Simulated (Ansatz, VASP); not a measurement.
One calculation of HfO2, two programs

```xyz
3
Lattice="0.0000 2.5575 2.5575 2.5575 0.0000 2.5575 2.5575 2.5575 0.0000" Properties=species:S:1:pos:R:3 pbc="T T T"
Hf    0.0000    0.0000    0.0000
O     3.8363    3.8363    3.8363
O     1.2788    1.2788    1.2788
```

Alike in both runs: functional PBE exchange alone; k mesh 9 × 9 × 9; occupations fermi-dirac, width 0.05 eV; no spin polarisation.

```csv
,VASP,Ansatz
version,VASP 6.6.1,Ansatz 0.2.0
potentials or method,"VASP PAW PBE potentials, release 64 (Hf_pv, O)",Ansatz PAW
plane-wave cutoff (eV),520,420
valence electrons in the cell,22,38
task,single point,band structure
```

Ansatz gave:

```
gap on the k mesh at the Fermi level (eV) : 3.93
least direct gap on the mesh (eV)         : 4.04
pressure (GPa)                            : 18.7
```

Estimate VASP's values.

gap on the k mesh at the Fermi level (eV): 3.94; least direct gap on the mesh (eV): 4.06; pressure (GPa): 15.3.

VASP's potentials were made for PBE, not for PBE exchange alone. VASP's potentials hold 22 valence electrons a cell and Ansatz's 38, so a difference there can come from the potentials and not from the codes.

Neither program's run includes spin-orbit coupling. Noted on Ansatz's run: the k mesh misses the band edges, so the gap on the mesh is wider than the one along the path.
